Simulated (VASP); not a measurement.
Wanted: the native input for a VASP 6.6.1 run.

```yaml
Task: single point
Functional: PBE
Potentials_or_basis: VASP PAW PBE potentials, release 64 (Li_sv, Bi_d)
Cutoff: 520 eV
k_mesh: 3 × 3 × 4
Occupations: gaussian, width 0.1 eV
Spin: no spin polarisation
Dipole_correction: no
Further_INCAR_settings: ALGO = Fast; EDIFF = 1e-06; NBANDS = 58
```

The structure of LiBi3 lies in POSCAR:

```
LiBi3
1.0
    7.0660313483      0.0000000000      0.0000000000
   -3.5330156741      6.1193626515      0.0000000000
    0.0000000000      0.0000000000      5.3758221110
Li Bi
2 6
Direct
    0.3333333333      0.6666666667      0.2500000000
    0.6666666667      0.3333333333      0.7500000000
    0.8225024865      0.6450049729      0.2500000000
    0.1774975135      0.8225024865      0.7500000000
    0.3549950271      0.1774975135      0.2500000000
    0.1774975135      0.3549950271      0.7500000000
    0.8225024865      0.1774975135      0.2500000000
    0.6450049729      0.8225024865      0.7500000000
```

The input as run:

INCAR

```
SYSTEM = LiBi3
ALGO = Fast ; EDIFF = 1E-6
ENCUT = 520 ; GGA = PE
ISIF = 2 ; ISMEAR = 0
LASPH = .True. ; LCHARG = .True.
LELF = .True. ; LREAL = .False.
LVHAR = .True. ; LWAVE = .False.
NBANDS = 58 ; NELM = 80
PREC = Accurate ; SIGMA = 0.1
```

KPOINTS

```
k-points
0
Gamma
  3 3 4
  0 0 0
```

Potentials or basis: VASP PAW PBE potentials, release 64 (Li_sv, Bi_d).

Run with:

```sh
$ cat potpaw_PBE.64/Li_sv/POTCAR potpaw_PBE.64/Bi_d/POTCAR > POTCAR
$ mpirun -np 1 vasp_std > vasp.out
```

Results of the run:

- Largest force: 0.011 eV/Å
- Band gap on the k mesh: zero (bands 48 and 49 overlap by 2.35 eV)

Caveat: spin-orbit coupling is left out, which moves the levels of the heavy elements.

Run time: 11 min on 1 thread of Oxide Virtual Turin-like Processor, on a shared host, peak memory 0.35 GiB.
